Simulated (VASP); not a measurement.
# SiC (F-43m) in VASP: a series of runs

The runs below take SiC through single point, with PBEsol, LDA, PBE0, HF.

Program: VASP 6.6.1. These are calculated values, not measurements. Logs are shortened: lines on timing, memory, paths and dates and some standing lists are left out, and cuts for length are marked.

**What was measured.**

“Insight into the structural, elastic and electronic properties of a new orthorhombic 6O-SiC polytype”, 2020, pmc:7200658 quotes, for a bulk crystal of SiC: band gap 2.4 eV (indirect).

The results are compared with them further down.

## (1) The cell of the first run

It takes space group F-43m (No. 216, cubic). Conventional cell: a = 4.357 Å, b = 4.357 Å, c = 4.357 Å, α = 90.00°, β = 90.00°, γ = 90.00°. Si (site symmetry -43m) has 4 C at 1.89 Å within 2.5 Å. Within 2.5 Å of C (site symmetry -43m) lie 4 Si at 1.89 Å.

## (2) Single point, PBEsol

File INCAR:

```
SYSTEM = SiC
PREC = Accurate
ENCUT = 520
EDIFF = 1E-7
ISMEAR = 0
SIGMA = 0.02
LREAL = .FALSE.
LASPH = .TRUE.
NELM = 100
ALGO = Normal
ISIF = 2
LWAVE = .FALSE.
LCHARG = .TRUE.
GGA = PS
LELF = .TRUE.
LVHAR = .TRUE.
NBANDS = 11
```

File KPOINTS:

```
regular mesh
0
G
  10 10 10
  0 0 0
```

File POSCAR:

```
SiC
1.0
    0.0000000000      2.1784203227      2.1784203227
    2.1784203227      0.0000000000      2.1784203227
    2.1784203227      2.1784203227      0.0000000000
Si C
1 1
Direct
    0.0000000000      0.0000000000      0.0000000000
    0.2500000000      0.2500000000      0.2500000000
```

Potentials or basis: VASP PAW PBE potentials, release 64 (Si, C).

Launch:

```sh
$ cat potpaw_PBE.64/Si/POTCAR potpaw_PBE.64/C/POTCAR > POTCAR
$ mpirun -np 1 vasp_std > vasp.out
```

OUTCAR:

```text
SYSTEM = SiC
   PREC = Accurate
   ENCUT = 520
   EDIFF = 1E-7
   ISMEAR = 0
   LREAL = .FALSE.
   LASPH = .TRUE.
   NELM = 100
   ISIF = 2
   GGA = PS

 ion  position               nearest neighbor table
   1  0.000  0.000  0.000-   2 1.89   2 1.89   2 1.89   2 1.89
   2  0.250  0.250  0.250-   1 1.89   1 1.89   1 1.89   1 1.89

  LATTYP: Found a face centered cubic cell.
 ALAT       =     4.3568406454

  Lattice vectors:

 A1 = (   0.0000000000,   2.1784203227,   2.1784203227)
 A2 = (   2.1784203227,   0.0000000000,   2.1784203227)
 A3 = (   2.1784203227,   2.1784203227,   0.0000000000)

Analysis of symmetry for initial positions (statically):
=====================================================================
 Subroutine PRICEL returns:
 Original cell was already a primitive cell.

 Routine SETGRP: Setting up the symmetry group for a
 face centered cubic supercell.

 Subroutine GETGRP returns: Found 24 space group operations
 (whereof 24 operations were pure point group operations)
 out of a pool of 48 trial point group operations.

The static configuration has the point symmetry T_d .

Analysis of symmetry for dynamics (positions and initial velocities):
=====================================================================
 Subroutine PRICEL returns:
 Original cell was already a primitive cell.

 Routine SETGRP: Setting up the symmetry group for a
 face centered cubic supercell.

 Subroutine GETGRP returns: Found 24 space group operations
 (whereof 24 operations were pure point group operations)
 out of a pool of 48 trial point group operations.

The dynamic configuration has the point symmetry T_d .

 Subroutine INISYM returns: Found 24 space group operations
 (whereof 24 operations are pure point group operations),
 and found     1 'primitive' translations

----------------------------------------------------------------------------------------

                                     Primitive cell

  volume of cell :      20.6755

  direct lattice vectors                    reciprocal lattice vectors
     0.000000000  2.178420323  2.178420323    -0.229524117  0.229524117  0.229524117
     2.178420323  0.000000000  2.178420323     0.229524117 -0.229524117  0.229524117
     2.178420323  2.178420323  0.000000000     0.229524117  0.229524117 -0.229524117

  length of vectors
     3.080751565  3.080751565  3.080751565     0.397547431  0.397547431  0.397547431

  position of ions in fractional coordinates (direct lattice)
     0.000000000  0.000000000  0.000000000
     0.250000000  0.250000000  0.250000000

  ion indices of the primitive-cell ions
   primitive index   ion index
                 1           1
                 2           2

----------------------------------------------------------------------------------------

 KPOINTS: regular mesh

Automatic generation of k-mesh.
 Grid dimensions read from file:
 generate k-points for:   10   10   10

 Generating k-lattice:

  Cartesian coordinates                     Fractional coordinates (reciprocal lattice)
    -0.022952412  0.022952412  0.022952412     0.100000000  0.000000000  0.000000000
     0.022952412 -0.022952412  0.022952412     0.000000000  0.100000000  0.000000000
     0.022952412  0.022952412 -0.022952412     0.000000000  0.000000000  0.100000000

  Length of vectors
     0.039754743  0.039754743  0.039754743

  Shift w.r.t. Gamma in fractional coordinates (k-lattice)
     0.000000000  0.000000000  0.000000000

 Subroutine IBZKPT returns following result:
 ===========================================

 Found     47 irreducible k-points:

 Following reciprocal coordinates:
            Coordinates               Weight
  0.000000  0.000000  0.000000      1.000000
  0.100000  0.000000  0.000000      8.000000
  0.200000  0.000000  0.000000      8.000000
  0.300000  0.000000  0.000000      8.000000
  0.400000  0.000000  0.000000      8.000000
  0.500000  0.000000  0.000000      4.000000
[... 16 lines left out ...]
  0.300000  0.300000  0.000000      6.000000
  0.400000  0.300000  0.000000     24.000000
 [... further k-points ...]
   k-points           NKPTS =     47   k-points in BZ     NKDIM =     47   number of bands    NBANDS=     11
   number of dos      NEDOS =    301   number of ions     NIONS =      2
   total plane-waves  NPLWV =  13824
   dimension x,y,z NGX =    24 NGY =   24 NGZ =   24
   dimension x,y,z NGXF=    48 NGYF=   48 NGZF=   48
   ions per type =               1   1
   NGX,Y,Z   is equivalent  to a cutoff of  12.95, 12.95, 12.95 a.u.
   NGXF,Y,Z  is equivalent  to a cutoff of  25.90, 25.90, 25.90 a.u.
 SYSTEM =  SiC
   PREC   = accura    normal or accurate (medium, high low for compatibility)
   ISTART =      0    job   : 0-new  1-cont  2-samecut
   ICHARG =      2    charge: 1-file 2-atom 10-const
   ISPIN  =      1    spin polarized calculation?
   LNONCOLLINEAR =      F non collinear calculations
   LSORBIT =      F    spin-orbit coupling
   LASPH  =      T    aspherical Exc in radial PAW
   ENCUT  =  520.0 eV  38.22 Ry    6.18 a.u.   5.73  5.73  5.73*2*pi/ulx,y,z
   NELM   =    100;   NELMIN=  2; NELMDL= -5     # of ELM steps
   EDIFF  = 0.1E-06   stopping-criterion for ELM
   LREAL  =      F    real-space projection
   EDIFFG = 0.1E-05   stopping-criterion for IOM
   NSW    =      0    number of steps for IOM
   IBRION =     -1    ionic relax: 0-MD 1-quasi-New 2-CG
   NFREE  =      0    steps in history (QN), initial steepest desc. (CG)
   ISIF   =      2    stress and relaxation
   ISYM   =      2    0-nonsym 1-usesym 2-fastsym
   POTIM  = 0.5000    time-step for ionic-motion
   TEBEG  =    0.0;   TEEND  =   0.0 temperature during run
   PSTRESS=    0.0 pullay stress
   NELECT =       8.0000    total number of electrons
   NUPDOWN=      -1.0000    fix difference up-down
   EMIN   =  10.00;   EMAX   =-10.00  energy-range for DOS
   EFERMI =   0.00;   METHOD = LEGACY
   ISMEAR =     0;   SIGMA  =   0.02  broadening in eV -4-tet -1-fermi 0-gaus
   EFERMI_NEDOS =   21; number of points for ismear=-14 and -15
   IALGO  =     38    algorithm
   IMIX   =      4    mixing-type and parameters
     AMIX     =   0.40;   BMIX     =  1.00
     AMIX_MAG =   1.60;   BMIX_MAG =  1.00
  volume/ion in A,a.u.               =      10.34        69.76
  Fermi-wavevector in a.u.,A,eV,Ry     =   1.192943  2.254336 19.362639  1.423114
  Thomas-Fermi vector in A             =   2.328970
   LORBIT       =      0    0 simple, 1 ext, 2 COOP (PROOUT), +10 PAW based schemes
   GGA     = PS    functional components
   LHFCALC =     F    Hartree Fock is set to
   AEXX    =    0.0000 exact exchange contribution
   IVDW    =     0    specifies the selected vdW correction
   LEPSILON=     F    determine dielectric tensor
   LRPA    =     F    only Hartree local field effects (RPA)
 non-spin polarized calculation
 Gauss-broadening in eV      SIGMA  =   0.02
  energy-cutoff  :      520.00
  volume of cell :       20.68
 maximum number of plane-waves:       568
   NGX = 11   NGY = 11   NGZ = 11

 number of electron       8.0000001 magnetization

 Free energy of the ion-electron system (eV)
  ---------------------------------------------------
  ext. energy  EPLUGINS =         0.00000000
  ---------------------------------------------------
  free energy    TOTEN  =       -15.91495143 eV

  energy without entropy =      -15.91495143  energy(sigma->0) =      -15.91495143

 E-fermi :   8.1938     XC(G=0): -11.5083

 val. band max:        8.0655700377   @ k =   0.0000   0.0000   0.0000
 cond. band min:       9.2986369916   @ k =   0.5000   0.5000   0.0000
 fundamental gap:      1.2330669539
 Fermi energy:         8.1938062619

 k-point     1 :       0.0000    0.0000    0.0000
  band No.  band energies     occupation
      1      -7.3649      2.00000
      2       8.0656      2.00000
      3       8.0656      2.00000
      4       8.0656      2.00000
      5      14.2621      0.00000
      6      15.3135      0.00000
      7      15.3135      0.00000
      8      15.3135      0.00000
      9      22.5265      0.00000
     10      22.5265      0.00000
     11      24.3405      0.00000

 k-point     2 :       0.1000    0.0000    0.0000
  band No.  band energies     occupation
      1      -7.1686      2.00000
      2       7.0503      2.00000
      3       7.9307      2.00000
      4       7.9307      2.00000
      5      14.5122      0.00000
      6      15.5579      0.00000
      7      15.5579      0.00000
      8      15.5953      0.00000
      9      21.5499      0.00000
     10      21.5499      0.00000
     11      24.1412      0.00000

 k-point     3 :       0.2000    0.0000    0.0000
  band No.  band energies     occupation
      1      -6.5881      2.00000
      2       4.9191      2.00000
      3       7.6220      2.00000
      4       7.6220      2.00000
      5      14.2128      0.00000
      6      15.9148      0.00000
      7      15.9148      0.00000
      8      16.7913      0.00000
      9      20.8755      0.00000
     10      20.8755      0.00000
     11      23.2592      0.00000

 k-point     4 :       0.3000    0.0000    0.0000
  band No.  band energies     occupation
      1      -5.6580      2.00000
      2       2.5938      2.00000
      3       7.3048      2.00000
      4       7.3048      2.00000
      5      13.8043      0.00000
      6      15.7654      0.00000
      7      15.7654      0.00000
      8      17.7340      0.00000
      9      21.7026      0.00000
     10      21.7026      0.00000
     11      23.0076      0.00000

 k-point     5 :       0.4000    0.0000    0.0000
  band No.  band energies     occupation
      1      -4.5021      2.00000
      2       0.5229      2.00000
      3       7.0856      2.00000
      4       7.0856      2.00000
      5      13.5365      0.00000
      6      15.3791      0.00000
      7      15.3791      0.00000
      8      17.9908      0.00000
      9      23.6143      0.00000
     10      23.6335      0.00000
     11      23.6335      0.00000
[... 211 lines left out ...]
 k-point    21 :      -0.3000    0.2000    0.0000
  band No.  band energies     occupation
      1      -4.2761      2.00000
      2       1.6200      2.00000
      3       4.2202      2.00000
      4       6.8877      2.00000
      5      13.5602      0.00000
      6      16.2463      0.00000
      7      16.7476      0.00000
      8      18.2924      0.00000
      9      20.7159      0.00000
     10      23.4026      0.00000
     11      27.0008      0.00000

 k-point    22 :      -0.2000    0.2000    0.0000
  band No.  band energies     occupation
      1      -5.3461      2.00000
      2       3.2488      2.00000
      3       4.8112      2.00000
      4       7.4160      2.00000
      5      14.5476      0.00000
      6      16.0032      0.00000
      7      16.3774      0.00000
      8      17.1552      0.00000
      9      19.4997      0.00000
     10      23.3698      0.00000
     11      27.1220      0.00000

 k-point    23 :       0.3000    0.3000    0.0000
  band No.  band energies     occupation
      1      -5.0795      2.00000
      2       3.7083      2.00000
      3       5.6817      2.00000
      4       5.6817      2.00000
      5      11.1231      0.00000
      6      13.5645      0.00000
      7      19.5437      0.00000
      8      19.5437      0.00000
      9      20.4043      0.00000
     10      25.1099      0.00000
     11      29.6541      0.00000

 k-point    24 :       0.4000    0.3000    0.0000
  band No.  band energies     occupation
      1      -4.2031      2.00000
      2       2.4785      2.00000
      3       4.8799      2.00000
      4       5.4180      2.00000
      5      10.8225      0.00000
      6      13.5805      0.00000
      7      19.6273      0.00000
      8      19.9359      0.00000
      9      21.7530      0.00000
     10      26.0866      0.00000
     11      29.2468      0.00000

 [... further k-points ...]

------------------------ aborting loop because EDIFF is reached ----------------------------------------

  FORCE on cell =-STRESS in cart. coord.  units (eV):
  Direction    XX          YY          ZZ          XY          YZ          ZX
  --------------------------------------------------------------------------------------
  -------------------------------------------------------------------------------------
  Total        0.0451435      0.0451435      0.0451435      0.0000000      0.0000000      0.0000000
  in kB        3.4982513      3.4982513      3.4982513      0.0000000      0.0000000      0.0000000
  external PRESSURE =       3.4982513 kB  Pullay stress =       0.0000000 kB

 VOLUME and BASIS-vectors are now :
 -----------------------------------------------------------------------------
  energy-cutoff  :      520.00
  volume of cell :       20.68
      direct lattice vectors                 reciprocal lattice vectors
     0.000000000  2.178420323  2.178420323    -0.229524117  0.229524117  0.229524117
     2.178420323  0.000000000  2.178420323     0.229524117 -0.229524117  0.229524117
     2.178420323  2.178420323  0.000000000     0.229524117  0.229524117 -0.229524117

 POSITION                                       TOTAL-FORCE (eV/Angst)
 -----------------------------------------------------------------------------------
      0.00000      0.00000      0.00000         0.000000     -0.000000     -0.000000
      1.08921      1.08921      1.08921        -0.000000      0.000000      0.000000
 -----------------------------------------------------------------------------------
    total drift:                                0.000000      0.000000      0.000000

  FREE ENERGIE OF THE ION-ELECTRON SYSTEM (eV)
  ---------------------------------------------------
  free  energy   TOTEN  =       -15.9149514303 eV

  energy  without entropy=      -15.9149514303  energy(sigma->0) =      -15.91495143
```

Run time: 7.2 s. Hardware: 1 thread of Intel Xeon Platinum 8259CL at 2.50GHz (Skylake/Cascade Lake), shared host; peak memory 0.13 GiB.

What came out:

```yaml
Free_energy: -15.9150 eV
Pressure: 0.3 GPa
Band_gap_on_the_k_mesh: 1.23 eV (least direct gap 4.44 eV)
```

Levels at points of the mesh, in eV from the valence-band top:
| k point | band 1 | band 2 | band 3 | band 4 | band 5 | band 6 | band 7 | band 8 |
| --- | --- | --- | --- | --- | --- | --- | --- | --- |
| (0.00, 0.00, 0.00) | -15.43 | 0.00 | 0.00 | 0.00 | 6.20 | 7.25 | 7.25 | 7.25 |
| (0.50, 0.00, 0.00) | -11.82 | -8.60 | -1.06 | -1.06 | 5.38 | 7.14 | 7.14 | 9.92 |
| (0.50, 0.50, 0.00) | -10.36 | -7.84 | -3.21 | -3.21 | 1.23 | 4.20 | 13.96 | 13.96 |

Caveat: the PAW data sets were made with another functional, which shifts forces and pressure a little.

## (3) Single point, LDA

File INCAR:

```
PREC = Accurate
ENCUT = 520
EDIFF = 1E-7
ISMEAR = 0
SIGMA = 0.02
LREAL = F
LASPH = T
NELM = 60
ALGO = Normal
ISIF = 2
LWAVE = F
LCHARG = T
GGA = CA
LELF = T
LVHAR = T
NBANDS = 11
```

File KPOINTS:

```
regular mesh
0
Gamma
  10 10 10
```

POSCAR is that of step 2.

Potentials or basis: VASP PAW LDA potentials, release 64 (Si, C).

Launch:

```sh
$ cat potpaw_LDA.64/Si/POTCAR potpaw_LDA.64/C/POTCAR > POTCAR
$ mpirun -np 1 vasp_std > vasp.out
```

Wall time 6.3 s (1 thread of Intel Xeon Platinum 8259CL at 2.50GHz (Skylake/Cascade Lake), shared host); peak memory 0.12 GiB.

It converged, with:

| Property | Result |
| --- | --- |
| Free energy | -16.6383 eV |
| Pressure | -3.9 GPa |
| Band gap on the k mesh | 1.30 eV (least direct gap 4.50 eV) |

Levels at points of the mesh, in eV from the valence-band top:
```csv
k point,band 1,band 2,band 3,band 4,band 5,band 6,band 7,band 8,band 9
"(0.00, 0.00, 0.00)",-15.32,0.00,0.00,0.00,6.30,7.20,7.20,7.20,14.46
"(0.50, 0.00, 0.00)",-11.70,-8.56,-1.05,-1.05,5.40,7.13,7.13,9.92,15.94
"(0.50, 0.50, 0.00)",-10.22,-7.81,-3.19,-3.19,1.30,4.19,13.84,13.84,14.56
```

Caveat: the cell stands under tension. A k mesh can miss the band edges.

(Part 1 of 2 ends here.)
